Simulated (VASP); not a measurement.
GaN (zincblende type): single point with PBE

GaN (zincblende type):

```
Ga N
1.0
     0.00000    2.17938    2.17938
     2.17938    0.00000    2.17938
     2.17938    2.17938    0.00000
Ga N
1 1
Direct
  0.00000 0.00000 0.00000
  0.25000 0.25000 0.25000
```

This cell differs from its parent crystal: volume scaled by 0.88.

```json
{
  "Program": "VASP 6.6.1",
  "Task": "single point",
  "Functional": "PBE",
  "Potentials or basis": "VASP PAW PBE potentials, release 64 (Ga_d, N)",
  "Cutoff": "520 eV",
  "k mesh": "17 × 17 × 17",
  "Occupations": "fermi-dirac, width 0.05 eV",
  "Spin": "no spin polarisation"
}
```

The pressure is 29.0 GPa and the band gap on the k mesh is 2.37 eV, direct.

Levels at points of the mesh, in eV from the valence-band top:
```tsv
k point	band 6	band 7	band 8	band 9	band 10	band 11	band 12	band 13
(0.00, 0.00, 0.00)	-13.13	0.00	0.00	0.00	2.37	10.94	10.94	10.94
```

Wall time 25 s on 1 thread of Intel Xeon 6975P-C, on a shared host, peak memory 0.18 GiB.

 A k mesh can miss the band edges.
